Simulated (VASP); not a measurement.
Input of a VASP 6.6.1 run:

File INCAR:

```
PREC = Accurate ; ENCUT = 520
EDIFF = 1E-6 ; ISMEAR = 0
SIGMA = 0.1 ; LREAL = F
LASPH = T ; NELM = 60
ALGO = Fast ; ISIF = 2
LWAVE = F ; LCHARG = F
GGA = PS ; NBANDS = 34
```

KPOINTS

```
regular mesh
0
Gamma
  12 12 6
```

File POSCAR:

```
Sc2Al
1.0
    4.8926114005      0.0000000000      0.0000000000
   -2.4463057002      4.2371257637      0.0000000000
    0.0000000000      0.0000000000      6.1614205700
Sc Al
4 2
Direct
    0.0000000000      0.0000000000      0.0000000000
    0.0000000000      0.0000000000      0.5000000000
    0.3333333333      0.6666666667      0.7500000000
    0.6666666667      0.3333333333      0.2500000000
    0.3333333333      0.6666666667      0.2500000000
    0.6666666667      0.3333333333      0.7500000000
```

Potentials or basis: VASP PAW PBE potentials, release 64 (Sc_sv, Al).

Command:

```sh
$ cat potpaw_PBE.64/Sc_sv/POTCAR potpaw_PBE.64/Al/POTCAR > POTCAR
$ mpirun -np 1 vasp_std > vasp.out
```

Estimate the pressure.

-2.0 GPa.

Estimate the band gap on the k mesh.

zero (band 25 reaches 5.09 eV, above the bottom of band 26 at 4.37 eV).

Stress tensor (GPa, compression positive):
```
-1.90  0.00  0.00
 0.00 -1.90  0.00
 0.00  0.00 -2.13
```

Caveat: the PAW data sets were made with another functional, which shifts forces and pressure a little.
